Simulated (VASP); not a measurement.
# Si2Ni (I4/mmm) in VASP: notebook, part 2 of 2

VASP 6.6.1. The steps go on from the part before.

## Step 3: Single point, PBEsol (biaxial strain in the a-b plane: +6.0 %)

The input, INCAR:

```
SYSTEM = Si2Ni
PREC = Accurate
ENCUT = 520
EDIFF = 1E-6
ISMEAR = 0
SIGMA = 0.1
LREAL = .False.
LASPH = .True.
NELM = 80
ALGO = Normal
ISIF = 2
LWAVE = .False.
LCHARG = .False.
GGA = PS
NBANDS = 27
```

The input, KPOINTS:

```
regular mesh
0
Gamma
  10 10 8
  0 0 0
```

The input, POSCAR:

```
Si2Ni
1.0
    2.8574362941      2.8574362941      0.0000000000
   -2.8574362941      2.8574362941      0.0000000000
    0.0000000000      0.0000000000      5.1972992217
Si Ni
4 2
Direct
    0.0000000000      0.5000000000      0.7500000000
    0.5000000000      0.0000000000      0.7500000000
    0.5000000000      0.0000000000      0.2500000000
    0.0000000000      0.5000000000      0.2500000000
    0.0000000000      0.0000000000      0.0000000000
    0.5000000000      0.5000000000      0.5000000000
```

Potentials or basis: VASP PAW PBE potentials, release 64 (Si, Ni).

On the command line:

```
$ cat potpaw_PBE.64/Si/POTCAR potpaw_PBE.64/Ni/POTCAR > POTCAR
$ mpirun -np 1 vasp_std > vasp.out
```

OUTCAR:

```text
SYSTEM = Si2Ni
   PREC = Accurate
   ENCUT = 520
   EDIFF = 1E-6
   ISMEAR = 0
   LREAL = .False.
   LASPH = .True.
   NELM = 80
   ISIF = 2
   GGA = PS

 ion  position               nearest neighbor table
   1  0.000  0.500  0.750-   5 2.40   6 2.40   5 2.40   6 2.40   4 2.60   4 2.60   2 2.86   2 2.86
                             2 2.86   2 2.86
   2  0.500  0.000  0.750-   5 2.40   6 2.40   6 2.40   5 2.40   3 2.60   3 2.60   1 2.86   1 2.86
                             1 2.86   1 2.86
   3  0.500  0.000  0.250-   5 2.40   6 2.40   6 2.40   5 2.40   2 2.60   2 2.60   4 2.86   4 2.86
                             4 2.86   4 2.86
   4  0.000  0.500  0.250-   5 2.40   6 2.40   5 2.40   6 2.40   1 2.60   1 2.60   3 2.86   3 2.86
                             3 2.86   3 2.86
   5  0.000  0.000  0.000-   1 2.40   2 2.40   3 2.40   4 2.40   1 2.40   4 2.40   2 2.40   3 2.40

   6  0.500  0.500  0.500-   1 2.40   2 2.40   3 2.40   4 2.40   2 2.40   3 2.40   1 2.40   4 2.40

  LATTYP: Found a simple tetragonal cell.
 ALAT       =     4.0410251607
 C/A-ratio  =     1.2861338435

  Lattice vectors:

 A1 = (   2.8574362941,   2.8574362941,   0.0000000000)
 A2 = (  -2.8574362941,   2.8574362941,   0.0000000000)
 A3 = (   0.0000000000,   0.0000000000,   5.1972992217)

Analysis of symmetry for initial positions (statically):
=====================================================================
 Subroutine PRICEL returns following result:

  LATTYP: Found a body centered tetragonal cell.
 ALAT       =     4.0410251607
 C/A-ratio  =     1.2861338435

  Lattice vectors:

 A1 = (   0.0000000000,  -2.8574362941,  -2.5986496108)
 A2 = (   0.0000000000,   2.8574362941,  -2.5986496109)
 A3 = (   2.8574362941,   0.0000000000,   2.5986496108)

   2 primitive cells build up your supercell.

 Routine SETGRP: Setting up the symmetry group for a
 simple tetragonal supercell.

 Subroutine GETGRP returns: Found 16 space group operations
 (whereof 16 operations were pure point group operations)
[... 151 lines left out ...]
  Fermi-wavevector in a.u.,A,eV,Ry     =   1.230048  2.324454 20.585860  1.513018
  Thomas-Fermi vector in A             =   2.364912
   LORBIT       =      0    0 simple, 1 ext, 2 COOP (PROOUT), +10 PAW based schemes
   GGA     = PS    functional components
   LHFCALC =     F    Hartree Fock is set to
   AEXX    =    0.0000 exact exchange contribution
   IVDW    =     0    specifies the selected vdW correction
   LEPSILON=     F    determine dielectric tensor
   LRPA    =     F    only Hartree local field effects (RPA)
 non-spin polarized calculation
 Gauss-broadening in eV      SIGMA  =   0.10
  energy-cutoff  :      520.00
  volume of cell :       84.87
 maximum number of plane-waves:      2323
   NGX = 15   NGY = 15   NGZ = 19

 number of electron      35.9999994 magnetization

 Free energy of the ion-electron system (eV)
  ---------------------------------------------------
  ext. energy  EPLUGINS =         0.00000000
  ---------------------------------------------------
  free energy    TOTEN  =       -37.64556506 eV

  energy without entropy =      -37.63288640  energy(sigma->0) =      -37.63922573

 E-fermi :   9.2001     XC(G=0): -11.3775

 val. band max:        9.1922104050   @ k =   0.1000   0.1000   0.5000
 cond. band min:       9.2015933338   @ k =   0.2000   0.1000   0.1250
 fundamental gap:      0.0093829288
 Fermi energy:         9.2001365649

 k-point     1 :       0.0000    0.0000    0.0000
  band No.  band energies     occupation
      1      -3.8920      2.00000
      2       0.7742      2.00000
      3       1.6247      2.00000
      4       1.8738      2.00000
      5       4.3574      2.00000
      6       4.7083      2.00000
[... 709 lines left out ...]
     26      14.3111      0.00000
     27      14.5518      0.00000

 [... further k-points ...]

------------------------ aborting loop because EDIFF is reached ----------------------------------------

  FORCE on cell =-STRESS in cart. coord.  units (eV):
  Direction    XX          YY          ZZ          XY          YZ          ZX
  --------------------------------------------------------------------------------------
  -------------------------------------------------------------------------------------
  Total       -6.6340479     -6.6340479     -3.4645455      0.0000000      0.0000000      0.0000000
  in kB     -125.2357606   -125.2357606    -65.4027523      0.0000000      0.0000000      0.0000000
  external PRESSURE =    -105.2914245 kB  Pullay stress =       0.0000000 kB

 VOLUME and BASIS-vectors are now :
 -----------------------------------------------------------------------------
  energy-cutoff  :      520.00
  volume of cell :       84.87
      direct lattice vectors                 reciprocal lattice vectors
     2.857436294  2.857436294  0.000000000     0.174982029  0.174982029  0.000000000
    -2.857436294  2.857436294  0.000000000    -0.174982029  0.174982029  0.000000000
     0.000000000  0.000000000  5.197299222     0.000000000  0.000000000  0.192407625

 POSITION                                       TOTAL-FORCE (eV/Angst)
 -----------------------------------------------------------------------------------
     -1.42872      1.42872      3.89797         0.000000     -0.000000      0.000000
      1.42872      1.42872      3.89797        -0.000000     -0.000000      0.000000
      1.42872      1.42872      1.29932         0.000000     -0.000000      0.000000
     -1.42872      1.42872      1.29932         0.000000     -0.000000      0.000000
      0.00000      0.00000      0.00000         0.000000     -0.000000      0.000000
      0.00000      2.85744      2.59865        -0.000000      0.000000     -0.000000
 -----------------------------------------------------------------------------------
    total drift:                               -0.000000      0.000000      0.000000

  FREE ENERGIE OF THE ION-ELECTRON SYSTEM (eV)
  ---------------------------------------------------
  free  energy   TOTEN  =       -37.6455650640 eV

  energy  without entropy=      -37.6328863990  energy(sigma->0) =      -37.63922573
```

stdout:

```text
POSCAR found type information on POSCAR SiNi
 POSCAR found :  2 types and       6 ions
 scaLAPACK will be used
 -----------------------------------------------------------------------------
|                                                                             |
|                                                                             |
|     You enforced a specific xc type in the INCAR file but a different       |
|     I HOPE YOU KNOW WHAT YOU ARE DOING!                                     |
|                                                                             |
 -----------------------------------------------------------------------------

 LDA part: xc-table for (Slater+PW92), standard interpolation
 POSCAR, INCAR and KPOINTS ok, starting setup
 FFT: planning ... GRIDC
 FFT: planning ... GRID_SOFT
 FFT: planning ... GRID
 WAVECAR not read
 entering main loop
```

It took 1.7 min on 1 thread of AMD EPYC 9R45 (Zen 5), shared host; peak memory 0.29 GiB.

What came out:

```yaml
Free_energy: -37.6456 eV
Pressure: -10.5 GPa
Band_gap_on_the_k_mesh: zero (bands 18 and 19 overlap by 1.76 eV)
```

Levels at points of the mesh, in eV from the Fermi level:
```csv
k point,band 15,band 16,band 17,band 18,band 19,band 20,band 21,band 22
"(0.00, 0.00, 0.00)",-2.67,-0.73,-0.61,0.99,1.24,2.09,2.09,2.14
"(0.50, 0.00, 0.00)",-2.17,-2.17,-1.18,-1.18,0.51,0.51,3.15,3.15
"(0.50, 0.50, 0.00)",-3.01,-3.01,-2.60,-2.60,-0.20,-0.20,1.82,1.82
"(0.00, 0.00, 0.50)",-1.58,-1.58,-0.74,-0.74,-0.65,-0.65,2.09,2.09
"(0.50, 0.00, 0.50)",-1.46,-1.46,-0.96,-0.96,1.47,1.47,1.76,1.76
"(0.50, 0.50, 0.50)",-2.80,-2.80,-1.94,-1.94,2.74,2.74,2.74,2.74
```

Caveat: the cell differs from its parent crystal (biaxial strain in the a-b plane: +6.0 %); the cell stands under tension; the PAW data sets were made with another functional, which shifts forces and pressure a little.
